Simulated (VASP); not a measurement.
## Ag: electric field gradients with LDA

Ag:

```
Ag
1.0
     0.00000    2.04989    2.04989
     2.04989    0.00000    2.04989
     2.04989    2.04989    0.00000
Ag
1
Cartesian
  0.0000 0.0000 0.0000
```

This cell differs from its parent crystal: volume scaled by 1.01.

```json
{"Program": "VASP 6.6.1", "Task": "electric field gradients", "Functional": "LDA", "Potentials or basis": "VASP PAW LDA potentials, release 64 (Ag)", "Cutoff": "520 eV", "k mesh": "15 × 15 × 15", "Occupations": "fermi-dirac, width 0.05 eV", "Spin": "no spin polarisation", "Dipole correction": "no", "Further INCAR settings": "ALGO = Normal; EDIFF = 1e-08; NBANDS = 12"}
```

- Pressure: -8.2 GPa

Levels at points of the mesh, in eV from the Fermi level:
```tsv
k point	band 4	band 5	band 6	band 7	band 8	band 9
(0.00, 0.00, 0.00)	-4.87	-3.83	-3.83	15.87	19.31	19.31
```

Wall time 12 s on 1 thread of Intel Xeon 6975P-C, with other jobs on the host, peak memory 0.15 GiB.

Caveat: without QUAD_EFG the Cq values of the log hold for a quadrupole moment of 1 mb, not for the nuclei.
